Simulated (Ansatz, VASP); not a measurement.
## Two plane-wave programs on W

```
W
1.0
     0.00000    2.03000    2.03000
     2.03000    0.00000    2.03000
     2.03000    2.03000    0.00000
W
1
Cartesian
  0.0000 0.0000 0.0000
```

Alike in both runs: task relaxation of cell and atoms; functional RPBE; dispersion D4; k mesh 11 × 11 × 11; occupations fermi-dirac, width 0.05 eV; no spin polarisation.

|  | VASP | Ansatz |
| --- | --- | --- |
| version | VASP 6.6.1 | Ansatz 0.2.0 |
| potentials or method | VASP PAW PBE potentials, release 64 (W_sv) | Ansatz PAW |
| plane-wave cutoff (eV) | 600 | 420 |
| valence electrons in the cell | 14 | 14 |

```tsv
	VASP	Ansatz	Ansatz less VASP
gap on the k mesh at the Fermi level, each at its own relaxed structure (eV)	none	none	-
relaxed volume (Å³/atom)	16.05	16.02	-0.030
relaxed cell length with the largest relative difference (Å)	2.832	2.830	-0.0018
```

VASP's potentials were made for PBE, not for RPBE. A gap of «none» marks a metal or a gap that the smearing closes.

Neither program's run includes spin-orbit coupling. Noted on Ansatz's run: the plane-wave basis is chosen anew once the cell has moved, so the energies of steps on either side of that aren't comparable.
